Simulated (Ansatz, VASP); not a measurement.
Two plane-wave programs on NaCuH3

File INCAR:

```
ALGO = Normal
EDIFF = 1E-6
EDIFFG = -0.01
ENCUT = 600
GGA = PE
IBRION = 2
ISIF = 3
ISMEAR = 0
LASPH = True
LCHARG = False
LREAL = False
LWAVE = False
NELM = 100
NSW = 100
PREC = Accurate
SIGMA = 0.1
```

File KPOINTS:

```
k-points
0
Gamma
  10 10 10
```

The input POSCAR:

```
NaCuH3
1.0
    3.5062898148      0.0000000000      0.0000000000
    0.0000000000      3.5062898148      0.0000000000
    0.0000000000      0.0000000000      3.5062898148
Na Cu H
1 1 3
Direct
    0.5000000000      0.5000000000      0.5000000000
    0.0000000000      0.0000000000      0.0000000000
    0.5000000000      0.0000000000      0.0000000000
    0.0000000000      0.5000000000      0.0000000000
    0.0000000000      0.0000000000      0.5000000000
```

Input for Ansatz:

```yaml
crystal:
  lattice:
    - [3.5062898148, 0.0, 0.0]
    - [0.0, 3.5062898148, 0.0]
    - [0.0, 0.0, 3.5062898148]
  atoms:
    - { symbol: Na, position: [0.5, 0.5, 0.5] }
    - { symbol: Cu, position: [0.0, 0.0, 0.0] }
    - { symbol: H, position: [0.5, 0.0, 0.0] }
    - { symbol: H, position: [0.0, 0.5, 0.0] }
    - { symbol: H, position: [0.0, 0.0, 0.5] }
basis:
  ecutwfc: 420
kpoints:
  mp_grid: { grid: [10, 10, 10] }
hamiltonian:
  xc: pbe
scf:
  occupations: { method: gaussian, width: 0.1 }
output:
  forces: true
  stress: true
  eigenvalues: true
relax:
  adjacent_minimum: "off"
  f_tol: 0.01
  max_steps: 80
  cell: { stress_tol: 0.05 }
```

Alike in both runs: task relaxation of cell and atoms; functional PBE; k mesh 10 × 10 × 10; occupations gaussian, width 0.1 eV; no spin polarisation.

```csv
,VASP,Ansatz
version,VASP 6.6.1,Ansatz 0.2.0
potentials or method,"VASP PAW PBE potentials, release 64 (Na_pv, Cu, H), cutoff 600 eV","scalar-relativistic, plane waves, PAW"
valence electrons in the cell,21,31
```

|  | VASP | Ansatz | Ansatz less VASP |
| --- | --- | --- | --- |
| gap on the k mesh at the Fermi level, each at its own relaxed structure (eV) | none | none | - |
| relaxed volume (Å³/atom) | 8.62 | 8.60 | -0.016 |
| relaxed cell length with the largest relative difference (Å) | 3.506 | 3.504 | -0.0022 |

A gap of «none» marks a metal or a gap that the smearing closes. VASP's potentials hold 21 valence electrons a cell and Ansatz's 31, so a difference there can come from the potentials and not from the codes.

Noted on VASP's run: the relaxation stopped at its first step, so nothing moved.
